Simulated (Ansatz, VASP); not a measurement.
**One calculation of B5As2, two programs**

```
B As
1.0
     1.47830    0.85350   10.51012
    -1.47830    0.85350   10.51012
     0.00000   -1.70700   10.51012
B As
5 2
Direct
  0.33295 0.33295 0.33295
  0.66705 0.66705 0.66705
  0.82426 0.82426 0.82426
  0.50000 0.50000 0.50000
  0.17574 0.17574 0.17574
  0.06106 0.06106 0.06106
  0.93894 0.93894 0.93894
```

Alike in both runs: functional PBE; k mesh 6 × 6 × 6; occupations gaussian, width 0.2 eV; no spin polarisation.

Ansatz relaxed the structure, and its values are those at the end. VASP's run is a single point on that final structure, the one shown.

```csv
,VASP,Ansatz
version,VASP 6.6.1,Ansatz 0.2.0
potentials or method,"VASP PAW PBE potentials, release 64 (B, As), cutoff 500 eV","scalar-relativistic, plane waves, PAW"
valence electrons in the cell,25,45
```

VASP gave:

| Quantity | Value |
| --- | --- |
| gap on the k mesh at the Fermi level (eV) | none |
| pressure (GPa) | 0.3 |
| rms of the force components (eV/Å) | 0.007 |

What did Ansatz give for the same quantities?

gap on the k mesh at the Fermi level (eV): none; pressure (GPa): 0.2; rms of the force components (eV/Å): 0.003.

A gap of «none» marks a metal or a gap that the smearing closes. VASP's potentials hold 25 valence electrons a cell and Ansatz's 45, so a difference there can come from the potentials and not from the codes.

The k mesh is coarse, so the values compare programs but aren't converged.
